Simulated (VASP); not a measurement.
# La2S (P4/mmm) in VASP: single point with PBE

Aim: the single point of La2S with PBE.

Everything below comes from runs of VASP 6.6.1. Logs are shortened: lines on timing, memory, paths and dates and some standing lists are left out, and cuts for length are marked.

## (1) The cell of the first run

The structure is tetragonal, space group P4/mmm (No. 123). Conventional cell: a = 3.967 Å, b = 3.967 Å, c = 7.643 Å, α = 90.00°, β = 90.00°, γ = 90.00°. La (site symmetry 4/mmm) has 4 S at 2.81 Å and 6 La at 3.82 to 3.97 Å within 4.0 Å. La (site symmetry 4/mmm) has 6 La at 3.82 to 3.97 Å and 8 S at 4.74 Å within 5.0 Å. Within 3.7 Å of S (site symmetry 4/mmm) lie 4 La at 2.81 Å.

## (2) Single point, PBE

INCAR

```
SYSTEM = La2S
  PREC = Accurate
  ENCUT = 520
  EDIFF = 1E-6
  ISMEAR = 0
  SIGMA = 0.1
  LREAL = .False.
  LASPH = .True.
  NELM = 100
  ALGO = Normal
  ISIF = 2
  LWAVE = .False.
  LCHARG = .False.
  GGA = PE
  NBANDS = 21
```

KPOINTS

```
Automatic mesh
0
Gamma
  12 12 6
  0 0 0
```

POSCAR

```
La2S
1.0
    3.9670858695      0.0000000000      0.0000000000
    0.0000000000      3.9670858695      0.0000000000
    0.0000000000      0.0000000000      7.6433216731
La S
2 1
Direct
    0.0000000000      0.0000000000      0.0000000000
    0.0000000000      0.0000000000      0.5000000000
    0.5000000000      0.5000000000      0.0000000000
```

Potentials or basis: VASP PAW PBE potentials, release 64 (La, S).

On the command line:

```
> cat potpaw_PBE.64/La/POTCAR potpaw_PBE.64/S/POTCAR > POTCAR
> mpirun -np 1 vasp_std > vasp.out
```

OUTCAR:

```text
SYSTEM = La2S
   PREC = Accurate
   ENCUT = 520
   EDIFF = 1E-6
   ISMEAR = 0
   LREAL = .False.
   LASPH = .True.
   NELM = 100
   ISIF = 2
   GGA = PE

 ion  position               nearest neighbor table
   1  0.000  0.000  0.000-   3 2.81   3 2.81   3 2.81   3 2.81
   2  0.000  0.000  0.500-
   3  0.500  0.500  0.000-   1 2.81   1 2.81   1 2.81   1 2.81

  LATTYP: Found a simple tetragonal cell.
 ALAT       =     3.9670858695
 C/A-ratio  =     1.9266842021

  Lattice vectors:

 A1 = (   3.9670858695,   0.0000000000,   0.0000000000)
 A2 = (   0.0000000000,   3.9670858695,   0.0000000000)
 A3 = (   0.0000000000,   0.0000000000,   7.6433216731)

Analysis of symmetry for initial positions (statically):
=====================================================================
 Subroutine PRICEL returns:
 Original cell was already a primitive cell.

 Routine SETGRP: Setting up the symmetry group for a
 simple tetragonal supercell.

 Subroutine GETGRP returns: Found 16 space group operations
 (whereof 16 operations were pure point group operations)
 out of a pool of 16 trial point group operations.

The static configuration has the point symmetry D_4h.

Analysis of symmetry for dynamics (positions and initial velocities):
=====================================================================
 Subroutine PRICEL returns:
 Original cell was already a primitive cell.

 Routine SETGRP: Setting up the symmetry group for a
 simple tetragonal supercell.

 Subroutine GETGRP returns: Found 16 space group operations
 (whereof 16 operations were pure point group operations)
 out of a pool of 16 trial point group operations.

The dynamic configuration has the point symmetry D_4h.

 Subroutine INISYM returns: Found 16 space group operations
 (whereof 16 operations are pure point group operations),
 and found     1 'primitive' translations

----------------------------------------------------------------------------------------

                                     Primitive cell

  volume of cell :     120.2888

  direct lattice vectors                    reciprocal lattice vectors
     3.967085869  0.000000000  0.000000000     0.252074201  0.000000000  0.000000000
     0.000000000  3.967085869  0.000000000     0.000000000  0.252074201  0.000000000
     0.000000000  0.000000000  7.643321673     0.000000000  0.000000000  0.130833170

  length of vectors
     3.967085869  3.967085869  7.643321673     0.252074201  0.252074201  0.130833170

  position of ions in fractional coordinates (direct lattice)
     0.000000000  0.000000000  0.000000000
     0.000000000  0.000000000  0.500000000
     0.500000000  0.500000000  0.000000000

  ion indices of the primitive-cell ions
   primitive index   ion index
                 1           1
                 2           2
                 3           3

----------------------------------------------------------------------------------------

 KPOINTS: Automatic mesh

Automatic generation of k-mesh.
 Grid dimensions read from file:
 generate k-points for:   12   12    6

 Generating k-lattice:

  Cartesian coordinates                     Fractional coordinates (reciprocal lattice)
     0.021006183  0.000000000  0.000000000     0.083333333  0.000000000  0.000000000
     0.000000000  0.021006183  0.000000000     0.000000000  0.083333333  0.000000000
     0.000000000  0.000000000  0.021805528     0.000000000  0.000000000  0.166666667

  Length of vectors
     0.021006183  0.021006183  0.021805528

  Shift w.r.t. Gamma in fractional coordinates (k-lattice)
     0.000000000  0.000000000  0.000000000

 Subroutine IBZKPT returns following result:
 ===========================================

 Found    112 irreducible k-points:

 Following reciprocal coordinates:
            Coordinates               Weight
  0.000000  0.000000  0.000000      1.000000
  0.083333  0.000000  0.000000      4.000000
  0.166667  0.000000  0.000000      4.000000
  0.250000  0.000000  0.000000      4.000000
  0.333333  0.000000  0.000000      4.000000
  0.416667  0.000000  0.000000      4.000000
[... 16 lines left out ...]
  0.333333  0.333333  0.000000      4.000000
  0.416667  0.333333  0.000000      8.000000
 [... further k-points ...]
   k-points           NKPTS =    112   k-points in BZ     NKDIM =    112   number of bands    NBANDS=     21
   number of dos      NEDOS =    301   number of ions     NIONS =      3
   total plane-waves  NPLWV =  54000
   dimension x,y,z NGX =    30 NGY =   30 NGZ =   60
   dimension x,y,z NGXF=    60 NGYF=   60 NGZF=  120
   ions per type =               2   1
   NGX,Y,Z   is equivalent  to a cutoff of  12.57, 12.57, 13.05 a.u.
   NGXF,Y,Z  is equivalent  to a cutoff of  25.14, 25.14, 26.10 a.u.
 SYSTEM =  La2S
   PREC   = accura    normal or accurate (medium, high low for compatibility)
   ISTART =      0    job   : 0-new  1-cont  2-samecut
   ICHARG =      2    charge: 1-file 2-atom 10-const
   ISPIN  =      1    spin polarized calculation?
   LNONCOLLINEAR =      F non collinear calculations
   LSORBIT =      F    spin-orbit coupling
   LASPH  =      T    aspherical Exc in radial PAW
   ENCUT  =  520.0 eV  38.22 Ry    6.18 a.u.   7.38  7.38 14.21*2*pi/ulx,y,z
   NELM   =    100;   NELMIN=  2; NELMDL= -5     # of ELM steps
   EDIFF  = 0.1E-05   stopping-criterion for ELM
   LREAL  =      F    real-space projection
   EDIFFG = 0.1E-04   stopping-criterion for IOM
   NSW    =      0    number of steps for IOM
   IBRION =     -1    ionic relax: 0-MD 1-quasi-New 2-CG
   NFREE  =      0    steps in history (QN), initial steepest desc. (CG)
   ISIF   =      2    stress and relaxation
   ISYM   =      2    0-nonsym 1-usesym 2-fastsym
   POTIM  = 0.5000    time-step for ionic-motion
   TEBEG  =    0.0;   TEEND  =   0.0 temperature during run
   PSTRESS=    0.0 pullay stress
   NELECT =      28.0000    total number of electrons
   NUPDOWN=      -1.0000    fix difference up-down
   EMIN   =  10.00;   EMAX   =-10.00  energy-range for DOS
   EFERMI =   0.00;   METHOD = LEGACY
   ISMEAR =     0;   SIGMA  =   0.10  broadening in eV -4-tet -1-fermi 0-gaus
   EFERMI_NEDOS =   21; number of points for ismear=-14 and -15
   IALGO  =     38    algorithm
   IMIX   =      4    mixing-type and parameters
     AMIX     =   0.40;   BMIX     =  1.00
     AMIX_MAG =   1.60;   BMIX_MAG =  1.00
  volume/ion in A,a.u.               =      40.10       270.58
  Fermi-wavevector in a.u.,A,eV,Ry     =   1.007053  1.903055 13.798431  1.014156
  Thomas-Fermi vector in A             =   2.139834
   LORBIT       =      0    0 simple, 1 ext, 2 COOP (PROOUT), +10 PAW based schemes
   GGA     = PE    functional components
   LHFCALC =     F    Hartree Fock is set to
   AEXX    =    0.0000 exact exchange contribution
   IVDW    =     0    specifies the selected vdW correction
   LEPSILON=     F    determine dielectric tensor
   LRPA    =     F    only Hartree local field effects (RPA)
 non-spin polarized calculation
 Gauss-broadening in eV      SIGMA  =   0.10
  energy-cutoff  :      520.00
  volume of cell :      120.29
 maximum number of plane-waves:      3277
 NGX is ok and might be reduce to    30
   NGX = 15   NGY = 15   NGZ = 29

 number of electron      27.9999998 magnetization

 Free energy of the ion-electron system (eV)
  ---------------------------------------------------
  ext. energy  EPLUGINS =         0.00000000
  ---------------------------------------------------
  free energy    TOTEN  =       -15.61260104 eV

  energy without entropy =      -15.58341144  energy(sigma->0) =      -15.59800624

 E-fermi :   5.3345     XC(G=0):  -8.4231

 val. band max:        5.3342511270   @ k =   0.4167   0.2500   0.0000
 cond. band min:       5.3348141922   @ k =   0.4167   0.0833   0.1667
 fundamental gap:      0.0005630652
 Fermi energy:         5.3345374228

 k-point     1 :       0.0000    0.0000    0.0000
  band No.  band energies     occupation
      1     -28.4179      2.00000
      2     -27.4988      2.00000
      3     -12.2109      2.00000
      4     -11.8222      2.00000
      5     -11.8222      2.00000
      6     -11.1978      2.00000
[... 13 lines left out ...]
     20       6.2711      0.00000
     21       6.3479      0.00000

 k-point     2 :       0.0833    0.0000    0.0000
  band No.  band energies     occupation
      1     -28.4158      2.00000
      2     -27.4958      2.00000
      3     -12.2073      2.00000
      4     -11.8517      2.00000
      5     -11.8197      2.00000
      6     -11.2294      2.00000
[... 13 lines left out ...]
     20       6.2713      0.00000
     21       6.3460      0.00000

 k-point     3 :       0.1667    0.0000    0.0000
  band No.  band energies     occupation
      1     -28.4102      2.00000
      2     -27.4876      2.00000
      3     -12.1976      2.00000
      4     -11.9316      2.00000
      5     -11.8130      2.00000
      6     -11.4525      2.00000
[... 13 lines left out ...]
     20       6.2845      0.00000
     21       6.3328      0.00000

 k-point     4 :       0.2500    0.0000    0.0000
  band No.  band energies     occupation
      1     -28.4026      2.00000
      2     -27.4763      2.00000
      3     -12.1842      2.00000
      4     -12.0391      2.00000
      5     -11.8038      2.00000
      6     -11.7165      2.00000
[... 13 lines left out ...]
     20       6.3071      0.00000
     21       6.3523      0.00000

 k-point     5 :       0.3333    0.0000    0.0000
  band No.  band energies     occupation
      1     -28.3949      2.00000
      2     -27.4650      2.00000
      3     -12.1707      2.00000
      4     -12.1461      2.00000
      5     -11.9463      2.00000
      6     -11.7946      2.00000
[... 13 lines left out ...]
     20       6.3132      0.00000
     21       6.3243      0.00000
[... 382 lines left out ...]
     20       6.2649      0.00000
     21       6.3103      0.00000

 k-point    22 :       0.5000    0.2500    0.0000
  band No.  band energies     occupation
      1     -28.3721      2.00000
      2     -27.4341      2.00000
      3     -12.2177      2.00000
      4     -12.1329      2.00000
      5     -11.9917      2.00000
      6     -11.9236      2.00000
[... 13 lines left out ...]
     20       6.2781      0.00000
     21       6.3032      0.00000

 k-point    23 :       0.3333    0.3333    0.0000
  band No.  band energies     occupation
      1     -28.3722      2.00000
      2     -27.4345      2.00000
      3     -12.1333      2.00000
      4     -12.1084      2.00000
      5     -12.1001      2.00000
      6     -11.7208      2.00000
[... 13 lines left out ...]
     20       6.2613      0.00000
     21       6.2993      0.00000

 k-point    24 :       0.4167    0.3333    0.0000
  band No.  band energies     occupation
      1     -28.3667      2.00000
      2     -27.4270      2.00000
      3     -12.1766      2.00000
      4     -12.1241      2.00000
      5     -12.0946      2.00000
      6     -11.7589      2.00000
[... 13 lines left out ...]
     20       6.2706      0.00000
     21       6.3018      0.00000

 [... further k-points ...]

------------------------ aborting loop because EDIFF is reached ----------------------------------------

  FORCE on cell =-STRESS in cart. coord.  units (eV):
  Direction    XX          YY          ZZ          XY          YZ          ZX
  --------------------------------------------------------------------------------------
  -------------------------------------------------------------------------------------
  Total       -0.0673224     -0.0673224     -0.0152315      0.0000000      0.0000000      0.0000000
  in kB       -0.8966950     -0.8966950     -0.2028753      0.0000000      0.0000000      0.0000000
  external PRESSURE =      -0.6654218 kB  Pullay stress =       0.0000000 kB

 VOLUME and BASIS-vectors are now :
 -----------------------------------------------------------------------------
  energy-cutoff  :      520.00
  volume of cell :      120.29
      direct lattice vectors                 reciprocal lattice vectors
     3.967085869  0.000000000  0.000000000     0.252074201  0.000000000  0.000000000
     0.000000000  3.967085869  0.000000000     0.000000000  0.252074201  0.000000000
     0.000000000  0.000000000  7.643321673     0.000000000  0.000000000  0.130833170

 POSITION                                       TOTAL-FORCE (eV/Angst)
 -----------------------------------------------------------------------------------
      0.00000      0.00000      0.00000         0.000000      0.000000      0.000000
      0.00000      0.00000      3.82166         0.000000      0.000000      0.000000
      1.98354      1.98354      0.00000         0.000000      0.000000      0.000000
 -----------------------------------------------------------------------------------
    total drift:                                0.000000      0.000000      0.000000

  FREE ENERGIE OF THE ION-ELECTRON SYSTEM (eV)
  ---------------------------------------------------
  free  energy   TOTEN  =       -15.6126010389 eV

  energy  without entropy=      -15.5834114424  energy(sigma->0) =      -15.59800624
```

Run time: 7.1 min. Hardware: 1 thread of Intel Xeon 8259CL, shared host; peak memory 0.45 GiB.

What came out:

* Free energy: -15.6126 eV
* Pressure: -0.1 GPa
* Band gap on the k mesh: zero (bands 14 and 15 overlap by 0.97 eV)

Caveat: spin-orbit coupling is left out, which moves the levels of the heavy elements.
